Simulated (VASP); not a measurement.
# Ni (Fm-3m) in VASP: a series of runs, part 2 of 2

VASP 6.6.1. Earlier steps stand in the parts before.

## Step 3: Single point, PBEsol, collinear spin, ferromagnetic start

This run uses another cell than the first one, of 10.38 Å³/atom, 1.077 times its volume.

File INCAR:

```
PREC     = Accurate       # precision mode
ENCUT    = 520            # plane-wave cutoff, eV
EDIFF    = 1E-6           # SCF threshold, eV
ISMEAR   = 0              # smearing method
SIGMA    = 0.15           # smearing width, eV
LREAL    = False          # projectors in reciprocal space
LASPH    = True           # aspherical terms in the spheres
NELM     = 150            # most SCF steps
ALGO     = Fast           # electronic algorithm
ISIF     = 2              # what is computed and relaxed
LWAVE    = False          # write WAVECAR
LCHARG   = True           # write CHGCAR
ISPIN    = 2              # spin polarisation
MAGMOM   = 0.73           # initial moments
LORBIT   = 11             # projections on sites
LMAXMIX  = 4              # l up to which the mixer works
GGA      = PS             # functional
LELF     = True           # ELF
LVHAR    = True         
NBANDS   = 15             # bands
```

File KPOINTS:

```
regular mesh
0
Gamma
  30 30 30
```

File POSCAR:

```
Ni
1.0
    0.0000000000      1.7315750128      1.7315750128
    1.7315750128      0.0000000000      1.7315750128
    1.7315750128      1.7315750128      0.0000000000
Ni
1
Direct
    0.0000000000      0.0000000000      0.0000000000
```

Potentials or basis: VASP PAW PBE potentials, release 64 (Ni).

Command:

```bash
cat potpaw_PBE.64/Ni/POTCAR > POTCAR
mpirun -np 1 vasp_std > vasp.out
```

OUTCAR:

```text
PREC = Accurate
   ENCUT = 520
   EDIFF = 1E-6
   ISMEAR = 0
   LREAL = False
   LASPH = True
   NELM = 150
   ISIF = 2
   ISPIN = 2
   LORBIT = 11
   GGA = PS

 ion  position               nearest neighbor table
   1  0.000  0.000  0.000-

  LATTYP: Found a face centered cubic cell.
 ALAT       =     3.4631500256

  Lattice vectors:

 A1 = (   0.0000000000,   1.7315750128,   1.7315750128)
 A2 = (   1.7315750128,   0.0000000000,   1.7315750128)
 A3 = (   1.7315750128,   1.7315750128,   0.0000000000)

Analysis of symmetry for initial positions (statically):
=====================================================================
 Subroutine PRICEL returns:
 Original cell was already a primitive cell.

 Routine SETGRP: Setting up the symmetry group for a
 face centered cubic supercell.

 Subroutine GETGRP returns: Found 48 space group operations
 (whereof 48 operations were pure point group operations)
 out of a pool of 48 trial point group operations.

The static configuration has the point symmetry O_h .

Analysis of symmetry for dynamics (positions and initial velocities):
=====================================================================
 Subroutine PRICEL returns:
 Original cell was already a primitive cell.

 Routine SETGRP: Setting up the symmetry group for a
 face centered cubic supercell.

 Subroutine GETGRP returns: Found 48 space group operations
 (whereof 48 operations were pure point group operations)
 out of a pool of 48 trial point group operations.

The dynamic configuration has the point symmetry O_h .

Analysis of structural, dynamic, and magnetic symmetry:
=====================================================================
 Subroutine PRICEL returns:
 Original cell was already a primitive cell.

 Routine SETGRP: Setting up the symmetry group for a
 face centered cubic supercell.

 Subroutine GETGRP returns: Found 48 space group operations
 (whereof 48 operations were pure point group operations)
 out of a pool of 48 trial point group operations.

The overall configuration has the point symmetry O_h .

 Subroutine INISYM returns: Found 48 space group operations
 (whereof 48 operations are pure point group operations),
[... 156 lines left out ...]
      1       0.4726      1.00000
      2       7.3251      1.00000
      3       7.3251      1.00000
      4       7.3251      1.00000
      5       8.5720      1.00000
      6       8.5720      1.00000
      7      33.9549      0.00000
      8      38.1618      0.00000
      9      38.1618      0.00000
     10      38.1618      0.00000
     11      41.2445      0.00000
     12      41.2445      0.00000
     13      41.2445      0.00000
     14      44.1579      0.00000
[... 403 lines left out ...]
      4       7.5772      1.00000
      5       8.5927      1.00000
      6       8.7483      1.00000
      7      24.4833      0.00000
      8      33.7530      0.00000
      9      34.8468      0.00000
     10      37.4543      0.00000
     11      40.1421      0.00000
     12      42.4972      0.00000
     13      43.3613      0.00000
     14      47.6082      0.00000
     15      49.8779      0.00000

 [... further k-points ...]

 spin component 2

 k-point     1 :       0.0000    0.0000    0.0000
  band No.  band energies     occupation
      1       0.4644      1.00000
      2       8.0277      1.00000
      3       8.0277      1.00000
      4       8.0277      1.00000
      5       9.1696      1.00000
      6       9.1696      1.00000
      7      33.8502      0.00000
      8      38.1613      0.00000
      9      38.1613      0.00000
     10      38.1613      0.00000
     11      41.3661      0.00000
     12      41.3661      0.00000
     13      41.3661      0.00000
     14      44.0685      0.00000
[... 403 lines left out ...]
      4       8.2392      1.00000
      5       9.2403      1.00000
      6       9.4004      0.99999
      7      24.6446      0.00000
      8      33.6932      0.00000
      9      34.9503      0.00000
     10      37.5435      0.00000
     11      40.1760      0.00000
     12      42.5293      0.00000
     13      43.3831      0.00000
     14      47.7285      0.00000
     15      49.9989      0.00000

 [... further k-points ...]
[... 5 lines left out ...]
  --------------------------------------------------------------------------------------
  -------------------------------------------------------------------------------------
  Total       -0.0121559     -0.0121559     -0.0121559      0.0000000      0.0000000     -0.0000000
  in kB       -1.8756101     -1.8756101     -1.8756101      0.0000000      0.0000000     -0.0000000
  external PRESSURE =      -1.8756101 kB  Pullay stress =       0.0000000 kB

 VOLUME and BASIS-vectors are now :
 -----------------------------------------------------------------------------
  energy-cutoff  :      520.00
  volume of cell :       10.38
      direct lattice vectors                 reciprocal lattice vectors
     0.000000000  1.731575013  1.731575013    -0.288754456  0.288754456  0.288754456
     1.731575013  0.000000000  1.731575013     0.288754456 -0.288754456  0.288754456
     1.731575013  1.731575013  0.000000000     0.288754456  0.288754456 -0.288754456

 POSITION                                       TOTAL-FORCE (eV/Angst)
 -----------------------------------------------------------------------------------
      0.00000      0.00000      0.00000         0.000000     -0.000000      0.000000
 -----------------------------------------------------------------------------------
    total drift:                               -0.000000      0.000000     -0.000000

  FREE ENERGIE OF THE ION-ELECTRON SYSTEM (eV)
  ---------------------------------------------------
  free  energy   TOTEN  =        -6.1449405589 eV

  energy  without entropy=       -6.1259506980  energy(sigma->0) =       -6.13544563

 total charge

# of ion       s       p       d       tot
------------------------------------------
    1        0.521   0.546   8.334   9.401

 magnetization (x)

# of ion       s       p       d       tot
------------------------------------------
    1       -0.006  -0.024   0.645   0.615
```

OSZICAR:

```text
N       E                     dE             d eps       ncg     rms          rms(c)
DAV:   1     0.322435924569E+02    0.32244E+02   -0.42009E+03 48177   0.865E+02
DAV:   2    -0.595706632273E+01   -0.38201E+02   -0.35391E+02 51084   0.163E+02
DAV:   3    -0.735076748555E+01   -0.13937E+01   -0.13833E+01 55550   0.307E+01
DAV:   4    -0.735857554731E+01   -0.78081E-02   -0.78070E-02 55375   0.218E+00
DAV:   5    -0.735865899896E+01   -0.83452E-04   -0.83450E-04 56514   0.202E-01    0.111E+01
RMM:   6    -0.648809148072E+01    0.87057E+00   -0.17668E+00 61330   0.140E+01    0.624E+00
RMM:   7    -0.617193542528E+01    0.31616E+00   -0.19005E-01 60711   0.447E+00    0.219E+00
RMM:   8    -0.614813533115E+01    0.23800E-01   -0.42992E-03 70444   0.398E-01    0.967E-01
RMM:   9    -0.614567042449E+01    0.24649E-02   -0.56807E-04 71020   0.178E-01    0.255E-01
RMM:  10    -0.614496400874E+01    0.70642E-03   -0.20278E-04 65975   0.152E-01    0.399E-02
RMM:  11    -0.614493776449E+01    0.26244E-04   -0.49383E-05 68946   0.562E-02    0.322E-02
RMM:  12    -0.614494020875E+01   -0.24443E-05   -0.11046E-05 70110   0.200E-02    0.102E-02
RMM:  13    -0.614494055889E+01   -0.35014E-06   -0.12159E-06 49379   0.797E-03
   1 F= -.61449406E+01 E0= -.61354456E+01  d E =-.189899E-01  mag=     0.6101
```

stdout:

```text
POSCAR found type information on POSCAR Ni
 POSCAR found :  1 types and       1 ions
 scaLAPACK will be used
 -----------------------------------------------------------------------------
|                                                                             |
|                                                                             |
|     You enforced a specific xc type in the INCAR file but a different       |
|     I HOPE YOU KNOW WHAT YOU ARE DOING!                                     |
|                                                                             |
 -----------------------------------------------------------------------------

 LDA part: xc-table for (Slater+PW92), standard interpolation
 POSCAR, INCAR and KPOINTS ok, starting setup
 FFT: planning ... GRIDC
 FFT: planning ... GRID_SOFT
 FFT: planning ... GRID
 WAVECAR not read
 entering main loop
WARNING in EDDRMM: call to ZHEGV failed, returncode =   6  3     12
WARNING in EDDRMM: call to ZHEGV failed, returncode =   8  4     12
WARNING in EDDRMM: call to ZHEGV failed, returncode =   6  3     13
WARNING in EDDRMM: call to ZHEGV failed, returncode =   8  4     13
WARNING in EDDRMM: call to ZHEGV failed, returncode =   6  3     12
WARNING in EDDRMM: call to ZHEGV failed, returncode =   8  4     11
WARNING in EDDRMM: call to ZHEGV failed, returncode =   8  4     11
WARNING in EDDRMM: call to ZHEGV failed, returncode =   8  4     11
WARNING in EDDRMM: call to ZHEGV failed, returncode =   6  3     12
WARNING in EDDRMM: call to ZHEGV failed, returncode =   8  4     11
WARNING in EDDRMM: call to ZHEGV failed, returncode =   6  3     12
WARNING in EDDRMM: call to ZHEGV failed, returncode =   8  4     11
```

Wall time 3 min (1 thread of Intel Xeon Platinum 8375C at 2.90GHz (Ice Lake), shared host); peak memory 0.28 GiB.

Results:

```
Free energy                                           : -6.1449 eV
Pressure                                              : -0.2 GPa
Net moment                                            : 0.61 μB per cell
Site moments                                          : Ni +0.61 μB
Valence electrons inside the program's atomic spheres : Ni 9.40
```

Caveat: the PAW data sets were made with another functional, which shifts forces and pressure a little.
